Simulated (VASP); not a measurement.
Wanted: the native input for a VASP 6.6.1 run.

| Property | Result |
| --- | --- |
| Task | single point |
| Functional | HSE06 |
| Potentials or basis | VASP PAW PBE potentials, release 64 (Hf_pv) |
| Cutoff | 520 eV |
| k mesh | 6 × 6 × 6 |
| Occupations | fermi-dirac, width 0.05 eV |
| Spin | no spin polarisation |
| Dipole correction | no |
| Grid for exact exchange (PRECFOCK) | Normal |
| Further INCAR settings | ALGO = Normal; EDIFF = 1e-06; NBANDS = 11 |
| Share of exact exchange | 0.25 |
| Screening parameter | 0.2079 1/Å |

Hf:

```
CELL_PARAMETERS angstrom
-1.78061 1.78061 1.78061
1.78061 -1.78061 1.78061
1.78061 1.78061 -1.78061
ATOMIC_POSITIONS crystal
Hf 0.00000 0.00000 0.00000
```

This isn't the form of Hf at room conditions, which is hcp.

One way to write it, as run:

POSCAR

```
Hf
1.0
   -1.7806051177      1.7806051177      1.7806051177
    1.7806051177     -1.7806051177      1.7806051177
    1.7806051177      1.7806051177     -1.7806051177
Hf
1
Direct
    0.0000000000      0.0000000000      0.0000000000
```

INCAR.step1

```
SYSTEM = Hf
PREC     = Accurate       ! precision mode
ENCUT    = 520            ! plane-wave cutoff, eV
EDIFF    = 1E-5           ! SCF threshold, eV
ISMEAR   = -1             ! smearing method
SIGMA    = 0.05           ! smearing width, eV
LREAL    = .False.        ! projectors in reciprocal space
LASPH    = .True.         ! aspherical terms in the spheres
NELM     = 60             ! most SCF steps
ALGO     = Normal         ! electronic algorithm
ISIF     = 2              ! what is computed and relaxed
LWAVE    = .True.         ! write WAVECAR
LCHARG   = .False.        ! write CHGCAR
GGA      = PE             ! functional
NBANDS   = 11             ! bands
```

INCAR.step2

```
SYSTEM = Hf
PREC     = Accurate       ! precision mode
ENCUT    = 520            ! plane-wave cutoff, eV
EDIFF    = 1E-6           ! SCF threshold, eV
ISMEAR   = -1             ! smearing method
SIGMA    = 0.05           ! smearing width, eV
LREAL    = .False.        ! projectors in reciprocal space
LASPH    = .True.         ! aspherical terms in the spheres
NELM     = 60             ! most SCF steps
ALGO     = Normal         ! electronic algorithm
ISIF     = 2              ! what is computed and relaxed
LWAVE    = .False.        ! write WAVECAR
LCHARG   = .False.        ! write CHGCAR
GGA      = PE             ! functional
LHFCALC  = .True.         ! exact exchange
HFSCREEN = 0.2079         ! screening, 1/A
PRECFOCK = Normal       
ISTART   = 1            
NBANDS   = 11             ! bands
```

KPOINTS

```
regular mesh
0
Gamma
  6 6 6
  0 0 0
```

Potentials or basis: VASP PAW PBE potentials, release 64 (Hf_pv).

The run is started by

```console
$ cat potpaw_PBE.64/Hf_pv/POTCAR > POTCAR
$ cp INCAR.step1 INCAR
$ mpirun -np 1 vasp_std > vasp.out
$ cp INCAR.step2 INCAR
$ mpirun -np 1 vasp_std > vasp.out
```

It gave:

```yaml
Pressure: 0.3 GPa
Band_gap_on_the_k_mesh: zero (bands 5 and 6 overlap by 2.96 eV)
```

Caveat: the k points lie up to 0.42 Å⁻¹ apart, too coarse for converged energies and pressures of a metal; the PAW data sets were made with another functional, which shifts forces and pressure a little; spin-orbit coupling is left out, which moves the levels of the heavy elements.

Run time: 16 min on 1 thread of Intel(R) Xeon(R) Platinum 8375C CPU @ 2.90GHz (Ice Lake), with other jobs on the host, peak memory 0.24 GiB.
